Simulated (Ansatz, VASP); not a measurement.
## MoS2: VASP beside Ansatz

INCAR

```
SYSTEM = MoS2
PREC = Accurate
ENCUT = 500
EDIFF = 1E-6
ISMEAR = 0
SIGMA = 0.05
LREAL = .FALSE.
LASPH = .TRUE.
NELM = 120
ALGO = Normal
ISIF = 2
LWAVE = .FALSE.
LCHARG = .TRUE.
GGA = PE
IVDW = 12
LELF = .TRUE.
LVHAR = .TRUE.
NBANDS = 20
GGA_COMPAT = .FALSE.
```

KPOINTS

```
Automatic mesh
0
G
  12 12 6
  0 0 0
```

The input POSCAR:

```
MoS2
1.0
    3.0663690281      0.0000000000      0.0000000000
   -1.5331845141      2.6555534757      0.0000000000
    0.0000000000      0.0000000000      7.0097195983
Mo S
1 2
Direct
    0.0000000000      0.0000000000      0.0000000000
    0.3333333333      0.6666666667      0.2357940733
    0.3333333333      0.6666666667      0.7642059267
```

Input for Ansatz:

```yaml
crystal:
  lattice:
    - [3.0663690281, 0.0, 0.0]
    - [-1.5331845141, 2.6555534757, 0.0]
    - [0.0, 0.0, 7.0097195983]
  atoms:
    - { symbol: Mo, position: [0.0, 0.0, 0.0] }
    - { symbol: S, position: [0.3333333333, 0.6666666667, 0.2357940733] }
    - { symbol: S, position: [0.3333333333, 0.6666666667, 0.7642059267] }
basis:
  ecutwfc: 420
kpoints:
  mp_grid: { grid: [12, 12, 6] }
hamiltonian:
  xc: pbe
  dispersion: d3bj
scf:
  occupations: { method: gaussian, width: 0.05 }
output:
  forces: true
  stress: true
  eigenvalues: true
```

Alike in both runs: task single point; functional PBE; dispersion D3(BJ); k mesh 12 × 12 × 6; occupations gaussian, width 0.05 eV; no spin polarisation.

```csv
,VASP,Ansatz
version,VASP 6.6.1,Ansatz 0.2.0
potentials or method,"VASP PAW PBE potentials, release 64 (Mo_sv, S), cutoff 500 eV","scalar-relativistic, plane waves, PAW"
valence electrons in the cell,26,26
```

|  | VASP | Ansatz | Ansatz less VASP |
| --- | --- | --- | --- |
| gap on the k mesh at the Fermi level (eV) | 1.26 | 1.26 | 0.000 |
| least direct gap on the mesh (eV) | 2.16 | 2.15 | -0.003 |
| pressure (GPa) | -0.8 | -0.7 | +0.11 |
| traceless stress, the component that is largest in VASP (GPa) | -9.45 | -9.40 | +0.051 |
| rms of the force components (eV/Å) | 0.458 | 0.453 | -0.0049 |

Atom by atom the forces differ by 0.005 eV/Å (rms over components).
